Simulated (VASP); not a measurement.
Here is a VASP 6.6.1 calculation.

File INCAR:

```
SYSTEM = Mg
PREC = Accurate
ENCUT = 520
EDIFF = 1E-6
ISMEAR = 0
SIGMA = 0.1
LREAL = .FALSE.
LASPH = .TRUE.
NELM = 60
ALGO = Fast
ISIF = 2
LWAVE = .FALSE.
LCHARG = .FALSE.
GGA = PS
NBANDS = 7
```

KPOINTS

```
regular mesh
0
G
  6 6 6
  0 0 0
```

POSCAR

```
Mg
1.0
    3.0154210194      0.0000000000      0.0000000000
    0.0000000000      3.0154210194      0.0000000000
    0.0000000000      0.0000000000      3.0154210194
Mg
1
Direct
    0.0000000000      0.0000000000      0.0000000000
```

Potentials or basis: VASP PAW PBE potentials, release 64 (Mg).

The run is started by

```sh
$ cat potpaw_PBE.64/Mg/POTCAR > POTCAR
$ mpirun -np 1 vasp_std > vasp.out
```

Question: Predict the pressure.

Answer: -0.1 GPa.

Question: Predict the band gap on the k mesh.

Answer: Zero (band 1 reaches 6.21 eV, above the bottom of band 2 at -0.26 eV).

Caveat: the PAW data sets were made with another functional, which shifts forces and pressure a little.
